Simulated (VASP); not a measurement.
# MoP (P-6m2) in VASP: a series of runs

Runs on MoP. Level: PBEsol. Tasks: single point.

Everything below comes from runs of VASP 6.6.1. Logs are shortened: lines on timing, memory, paths and dates and some standing lists are left out, and cuts for length are marked.

## Step 1: The cell of the first run

It takes space group P-6m2 (No. 187, hexagonal). The conventional cell has a = 3.076 Å, b = 3.076 Å, c = 3.110 Å, α = 90.00°, β = 90.00°, γ = 120.00°. Within 3.2 Å of Mo (site symmetry -6m2) lie 6 P at 2.36 Å and 8 Mo at 3.08 to 3.11 Å. Within 3.2 Å of P (site symmetry -6m2) lie 6 Mo at 2.36 Å and 8 P at 3.08 to 3.11 Å.

## Step 2: Single point, PBEsol

The input, INCAR:

```
  PREC = Accurate
  ENCUT = 500
  EDIFF = 1E-6
  ISMEAR = -1
  SIGMA = 0.05
  LREAL = False
  LASPH = True
  NELM = 120
  ALGO = Normal
  ISIF = 2
  LWAVE = False
  LCHARG = True
  GGA = PS
  LELF = True
  LVHAR = True
  NBANDS = 16
  GGA_COMPAT = False
```

The input, KPOINTS:

```
Automatic mesh
0
Gamma
  10 10 8
```

The input, POSCAR:

```
MoP
1.0
    3.0762783189      0.0000000000      0.0000000000
   -1.5381391595      2.6641351733      0.0000000000
    0.0000000000      0.0000000000      3.1098689716
Mo P
1 1
Direct
    0.0000000000      0.0000000000      0.0000000000
    0.3333333333      0.6666666667      0.5000000000
```

Potentials or basis: VASP PAW PBE potentials, release 64 (Mo_sv, P).

Launch:

```bash
cat potpaw_PBE.64/Mo_sv/POTCAR potpaw_PBE.64/P/POTCAR > POTCAR
mpirun -np 1 vasp_std > vasp.out
```

OUTCAR:

```text
PREC = Accurate
   ENCUT = 500
   EDIFF = 1E-6
   ISMEAR = -1
   LREAL = False
   LASPH = True
   NELM = 120
   ISIF = 2
   GGA = PS

 ion  position               nearest neighbor table
   1  0.000  0.000  0.000-   2 2.36   2 2.36   2 2.36   2 2.36   2 2.36   2 2.36
   2  0.333  0.667  0.500-   1 2.36   1 2.36   1 2.36   1 2.36   1 2.36   1 2.36

  LATTYP: Found a hexagonal cell.
 ALAT       =     3.0762783189
 C/A-ratio  =     1.0109192502

  Lattice vectors:

 A1 = (   3.0762783189,   0.0000000000,   0.0000000000)
 A2 = (  -1.5381391595,   2.6641351733,   0.0000000000)
 A3 = (   0.0000000000,   0.0000000000,   3.1098689716)

Analysis of symmetry for initial positions (statically):
=====================================================================
 Subroutine PRICEL returns:
 Original cell was already a primitive cell.

 Routine SETGRP: Setting up the symmetry group for a
 hexagonal supercell.

 Subroutine GETGRP returns: Found 12 space group operations
 (whereof 12 operations were pure point group operations)
 out of a pool of 24 trial point group operations.

The static configuration has the point symmetry D_3h.

Analysis of symmetry for dynamics (positions and initial velocities):
=====================================================================
 Subroutine PRICEL returns:
 Original cell was already a primitive cell.

 Routine SETGRP: Setting up the symmetry group for a
 hexagonal supercell.

 Subroutine GETGRP returns: Found 12 space group operations
 (whereof 12 operations were pure point group operations)
 out of a pool of 24 trial point group operations.

The dynamic configuration has the point symmetry D_3h.

 Subroutine INISYM returns: Found 12 space group operations
 (whereof 12 operations are pure point group operations),
 and found     1 'primitive' translations

----------------------------------------------------------------------------------------

                                     Primitive cell

  volume of cell :      25.4873

  direct lattice vectors                    reciprocal lattice vectors
     3.076278319  0.000000000  0.000000000     0.325068117  0.187678165  0.000000000
    -1.538139160  2.664135173  0.000000000     0.000000000  0.375356330  0.000000000
     0.000000000  0.000000000  3.109868972     0.000000000  0.000000000  0.321556956

  length of vectors
     3.076278319  3.076278319  3.109868972     0.375356330  0.375356330  0.321556956

  position of ions in fractional coordinates (direct lattice)
     0.000000000  0.000000000  0.000000000
     0.333333333  0.666666667  0.500000000

  ion indices of the primitive-cell ions
   primitive index   ion index
                 1           1
                 2           2

----------------------------------------------------------------------------------------

 KPOINTS: Automatic mesh

Automatic generation of k-mesh.
 Grid dimensions read from file:
 generate k-points for:   10   10    8

 Generating k-lattice:

  Cartesian coordinates                     Fractional coordinates (reciprocal lattice)
     0.032506812  0.018767816  0.000000000     0.100000000  0.000000000  0.000000000
     0.000000000  0.037535633  0.000000000     0.000000000  0.100000000  0.000000000
     0.000000000  0.000000000  0.040194619     0.000000000  0.000000000  0.125000000

  Length of vectors
     0.037535633  0.037535633  0.040194619

  Shift w.r.t. Gamma in fractional coordinates (k-lattice)
     0.000000000  0.000000000  0.000000000

 Subroutine IBZKPT returns following result:
 ===========================================

 Found     70 irreducible k-points:

 Following reciprocal coordinates:
            Coordinates               Weight
  0.000000  0.000000  0.000000      1.000000
  0.100000  0.000000  0.000000      6.000000
  0.200000  0.000000  0.000000      6.000000
  0.300000  0.000000  0.000000      6.000000
  0.400000 -0.000000  0.000000      6.000000
  0.500000  0.000000  0.000000      3.000000
[... 16 lines left out ...]
  0.300000  0.100000  0.125000     24.000000
  0.400000  0.100000  0.125000     24.000000
 [... further k-points ...]
   k-points           NKPTS =     70   k-points in BZ     NKDIM =     70   number of bands    NBANDS=     16
   number of dos      NEDOS =    301   number of ions     NIONS =      2
   total plane-waves  NPLWV =  13824
   dimension x,y,z NGX =    24 NGY =   24 NGZ =   24
   dimension x,y,z NGXF=    48 NGYF=   48 NGZF=   48
   ions per type =               1   1
   NGX,Y,Z   is equivalent  to a cutoff of  12.97, 12.97, 12.83 a.u.
   NGXF,Y,Z  is equivalent  to a cutoff of  25.94, 25.94, 25.66 a.u.
 SYSTEM =  unknown system
   PREC   = accura    normal or accurate (medium, high low for compatibility)
   ISTART =      0    job   : 0-new  1-cont  2-samecut
   ICHARG =      2    charge: 1-file 2-atom 10-const
   ISPIN  =      1    spin polarized calculation?
   LNONCOLLINEAR =      F non collinear calculations
   LSORBIT =      F    spin-orbit coupling
   LASPH  =      T    aspherical Exc in radial PAW
   ENCUT  =  500.0 eV  36.75 Ry    6.06 a.u.   5.61  5.61  5.67*2*pi/ulx,y,z
   NELM   =    120;   NELMIN=  2; NELMDL= -5     # of ELM steps
   EDIFF  = 0.1E-05   stopping-criterion for ELM
   LREAL  =      F    real-space projection
   EDIFFG = 0.1E-04   stopping-criterion for IOM
   NSW    =      0    number of steps for IOM
   IBRION =     -1    ionic relax: 0-MD 1-quasi-New 2-CG
   NFREE  =      0    steps in history (QN), initial steepest desc. (CG)
   ISIF   =      2    stress and relaxation
   ISYM   =      2    0-nonsym 1-usesym 2-fastsym
   POTIM  = 0.5000    time-step for ionic-motion
   TEBEG  =    0.0;   TEEND  =   0.0 temperature during run
   PSTRESS=    0.0 pullay stress
   NELECT =      19.0000    total number of electrons
   NUPDOWN=      -1.0000    fix difference up-down
   EMIN   =  10.00;   EMAX   =-10.00  energy-range for DOS
   EFERMI =   0.00;   METHOD = LEGACY
   ISMEAR =    -1;   SIGMA  =   0.05  broadening in eV -4-tet -1-fermi 0-gaus
   EFERMI_NEDOS =   21; number of points for ismear=-14 and -15
   IALGO  =     38    algorithm
   IMIX   =      4    mixing-type and parameters
     AMIX     =   0.40;   BMIX     =  1.00
     AMIX_MAG =   1.60;   BMIX_MAG =  1.00
  volume/ion in A,a.u.               =      12.74        86.00
  Fermi-wavevector in a.u.,A,eV,Ry     =   1.484401  2.805112 29.979726  2.203448
  Thomas-Fermi vector in A             =   2.597943
   LORBIT       =      0    0 simple, 1 ext, 2 COOP (PROOUT), +10 PAW based schemes
   GGA     = PS    functional components
   LHFCALC =     F    Hartree Fock is set to
   AEXX    =    0.0000 exact exchange contribution
   IVDW    =     0    specifies the selected vdW correction
   LEPSILON=     F    determine dielectric tensor
   LRPA    =     F    only Hartree local field effects (RPA)
 non-spin polarized calculation
  energy-cutoff  :      500.00
  volume of cell :       25.49
 maximum number of plane-waves:       672
 NGX is ok and might be reduce to    24
   NGX = 11   NGY = 11   NGZ = 11

 number of electron      18.9999998 magnetization

 Free energy of the ion-electron system (eV)
  ---------------------------------------------------
  ext. energy  EPLUGINS =         0.00000000
  ---------------------------------------------------
  free energy    TOTEN  =       -18.81818488 eV

  energy without entropy =      -18.81472956  energy(sigma->0) =      -18.81645722

 E-fermi :  13.7473     XC(G=0): -13.3326

 val. band max:       13.7361080714   @ k =   0.2000   0.0000   0.0000
 cond. band min:      13.7588127875   @ k =   0.1000   0.1000   0.0000
 fundamental gap:      0.0227047161
 Fermi energy:        13.7472638600

 k-point     1 :       0.0000    0.0000    0.0000
  band No.  band energies     occupation
      1     -47.2610      2.00000
      2     -21.5210      2.00000
      3     -21.1882      2.00000
      4     -21.1882      2.00000
      5      -1.0234      2.00000
      6       8.7337      2.00000
[... 8 lines left out ...]
     15      23.2278      0.00000
     16      23.2278      0.00000

 k-point     2 :       0.1000    0.0000    0.0000
  band No.  band energies     occupation
      1     -47.2550      2.00000
      2     -21.5133      2.00000
      3     -21.2453      2.00000
      4     -21.2009      2.00000
      5      -0.8053      2.00000
      6       8.7083      2.00000
[... 8 lines left out ...]
     15      23.0334      0.00000
     16      23.9389      0.00000

 k-point     3 :       0.2000    0.0000    0.0000
  band No.  band energies     occupation
      1     -47.2392      2.00000
      2     -21.4929      2.00000
      3     -21.3923      2.00000
      4     -21.2337      2.00000
      5      -0.1886      2.00000
      6       8.1736      2.00000
[... 8 lines left out ...]
     15      23.5973      0.00000
     16      25.5711      0.00000

 k-point     4 :       0.3000    0.0000    0.0000
  band No.  band energies     occupation
      1     -47.2197      2.00000
      2     -21.5695      2.00000
      3     -21.4675      2.00000
      4     -21.2741      2.00000
      5       0.7139      2.00000
      6       7.1953      2.00000
[... 8 lines left out ...]
     15      24.6979      0.00000
     16      25.7752      0.00000
[... 324 lines left out ...]
 k-point    22 :       0.2000    0.1000    0.1250
  band No.  band energies     occupation
      1     -47.2220      2.00000
      2     -21.5380      2.00000
      3     -21.4847      2.00000
      4     -21.2686      2.00000
      5       0.5805      2.00000
      6       7.7523      2.00000
[... 8 lines left out ...]
     15      24.1276      0.00000
     16      24.8100      0.00000

 k-point    23 :       0.3000    0.1000    0.1250
  band No.  band energies     occupation
      1     -47.2044      2.00000
      2     -21.6339      2.00000
      3     -21.5100      2.00000
      4     -21.3151      2.00000
      5       1.4582      2.00000
      6       6.7896      2.00000
[... 8 lines left out ...]
     15      23.2883      0.00000
     16      26.0735      0.00000

 k-point    24 :       0.4000    0.1000    0.1250
  band No.  band energies     occupation
      1     -47.1935      2.00000
      2     -21.7224      2.00000
      3     -21.4946      2.00000
      4     -21.3438      2.00000
      5       2.1797      2.00000
      6       6.0356      2.00000
[... 8 lines left out ...]
     15      23.5640      0.00000
     16      25.9059      0.00000

 [... further k-points ...]
[... 5 lines left out ...]
  --------------------------------------------------------------------------------------
  -------------------------------------------------------------------------------------
  Total        4.8399747      4.8399747      4.8551130     -0.0000000      0.0000000      0.0000000
  in kB      304.2493786    304.2493786    305.2009992     -0.0000000      0.0000000      0.0000000
  external PRESSURE =     304.5665854 kB  Pullay stress =       0.0000000 kB

 VOLUME and BASIS-vectors are now :
 -----------------------------------------------------------------------------
  energy-cutoff  :      500.00
  volume of cell :       25.49
      direct lattice vectors                 reciprocal lattice vectors
     3.076278319  0.000000000  0.000000000     0.325068117  0.187678165  0.000000000
    -1.538139160  2.664135173  0.000000000     0.000000000  0.375356330  0.000000000
     0.000000000  0.000000000  3.109868972     0.000000000  0.000000000  0.321556956

 POSITION                                       TOTAL-FORCE (eV/Angst)
 -----------------------------------------------------------------------------------
      0.00000      0.00000      0.00000         0.000000      0.000000      0.000000
     -0.00000      1.77609      1.55493        -0.000000      0.000000      0.000000
 -----------------------------------------------------------------------------------
    total drift:                                0.000000     -0.000000      0.000000

  FREE ENERGIE OF THE ION-ELECTRON SYSTEM (eV)
  ---------------------------------------------------
  free  energy   TOTEN  =       -18.8181848806 eV

  energy  without entropy=      -18.8147295581  energy(sigma->0) =      -18.81645722
```

Wall time 11 s (1 thread of Intel Xeon Platinum 8375C at 2.90GHz (Ice Lake), shared host); peak memory 0.15 GiB.

What came out:

| Property | Result |
| --- | --- |
| Free energy | -18.8182 eV |
| Pressure | 30.5 GPa |
| Band gap on the k mesh | zero (an odd number of electrons rules out a gap without spin polarisation) |

Stress tensor (GPa, compression positive):
```
30.42  0.00  0.00
 0.00 30.42  0.00
 0.00  0.00 30.52
```

Caveat: the cell stands under pressure; the PAW data sets were made with another functional, which shifts forces and pressure a little; an odd number of electrons without spin polarisation forces a metal; a magnetic or distorted state may lie lower.

## Step 3: Single point, PBEsol

This run uses another cell than the first one, of 13.13 Å³/atom.

The input, INCAR:

```
ALGO = Normal
EDIFF = 1E-6
ENCUT = 500
GGA = PS
GGA_COMPAT = False
ISIF = 2
ISMEAR = -1
LASPH = True
LCHARG = True
LELF = True
LREAL = False
LVHAR = True
LWAVE = False
NBANDS = 16
NELM = 120
PREC = Accurate
SIGMA = 0.05
```

The input, KPOINTS:

```
k-points
0
Gamma
  10 10 8
```

The input, POSCAR:

```
MoP
1.0
    3.1135370654      0.0000000000      0.0000000000
   -1.5567685327      2.6964021943      0.0000000000
    0.0000000000      0.0000000000      3.1276591298
Mo P
1 1
Direct
    0.0000000000      0.0000000000      0.0000000000
    0.3333333333      0.6666666667      0.5000000000
```

Potentials or basis: VASP PAW PBE potentials, release 64 (Mo_sv, P).

Launch:

```bash
cat potpaw_PBE.64/Mo_sv/POTCAR potpaw_PBE.64/P/POTCAR > POTCAR
mpirun -np 1 vasp_std > vasp.out
```

Run time: 14 s. Hardware: 1 thread of Intel Xeon Platinum 8375C at 2.90GHz (Ice Lake), shared host; peak memory 0.15 GiB.

Results (log left out):

```
Free energy            : -18.9402 eV
Pressure               : 20.4 GPa
Band gap on the k mesh : zero (an odd number of electrons rules out a gap without spin polarisation)
```

Stress tensor (GPa, compression positive):
```
20.39  0.00  0.00
 0.00 20.39  0.00
 0.00  0.00 20.47
```

Levels at points of the mesh, in eV from the Fermi level:
```csv
k point,band 6,band 7,band 8,band 9,band 10,band 11,band 12,band 13,band 14,band 15
"(0.00, 0.00, 0.00)",-4.80,-3.53,-3.53,-0.76,0.32,0.32,4.59,4.59,5.87,9.36
"(0.50, 0.00, 0.00)",-7.79,-4.43,-4.30,-1.14,-0.52,2.01,2.88,4.94,6.33,8.82
"(0.00, 0.00, 0.50)",-8.37,-2.87,-2.87,-1.91,-1.91,1.34,3.18,3.18,8.25,8.91
"(0.50, 0.00, 0.50)",-6.58,-5.63,-4.76,-1.13,1.75,2.03,4.01,5.70,6.42,7.52
```

Caveat: the cell stands under pressure; the PAW data sets were made with another functional, which shifts forces and pressure a little; an odd number of electrons without spin polarisation forces a metal; a magnetic or distorted state may lie lower.

[end of part 1 of 2]

The gap in the log of VASP goes by the Fermi energy; the results here count the filled bands.